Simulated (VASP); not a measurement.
Set up this calculation in VASP 6.6.1, as the native input.

```
Task                   : single point
Functional             : PBE
Potentials or basis    : VASP PAW PBE potentials, release 64 (In_d, Se)
Cutoff                 : 520 eV
k mesh                 : 1 × 1 × 1
Occupations            : gaussian, width 0.1 eV
Spin                   : no spin polarisation
Dipole correction      : no
Further INCAR settings : ALGO = Normal; EDIFF = 1e-06; NBANDS = 30
```

The structure of In3Se lies in POSCAR:

```
In3Se
1.0
    4.8037580000      0.0000000000      0.0000000000
    0.0000000000      4.8037580000      0.0000000000
    0.0000000000      0.0000000000      4.8037580000
In Se
3 1
Direct
    0.0000000000      0.5000000000      0.5000000000
    0.5000000000      0.0000000000      0.5000000000
    0.5000000000      0.5000000000      0.0000000000
    0.0000000000      0.0000000000      0.0000000000
```

The input as run:

INCAR

```
PREC = Accurate ; ENCUT = 520
EDIFF = 1E-6 ; ISMEAR = 0
SIGMA = 0.1 ; LREAL = False
LASPH = True ; NELM = 80
ALGO = Normal ; ISIF = 2
LWAVE = False ; LCHARG = False
GGA = PE ; NBANDS = 30
```

KPOINTS

```
regular mesh
0
Gamma
  1 1 1
```

Potentials or basis: VASP PAW PBE potentials, release 64 (In_d, Se).

Launch:

```bash
$ cat potpaw_PBE.64/In_d/POTCAR potpaw_PBE.64/Se/POTCAR > POTCAR
$ mpirun -np 1 vasp_gam > vasp.out
```

Results of the run:

| Property | Result |
| --- | --- |
| Pressure | 5.9 GPa |

Caveat: the k points lie up to 1.31 Å⁻¹ apart.

It took 5 s on 1 thread of AMD EPYC 9R45 96-Core Processor (Zen 5), with other jobs on the host, peak memory 0.16 GiB.
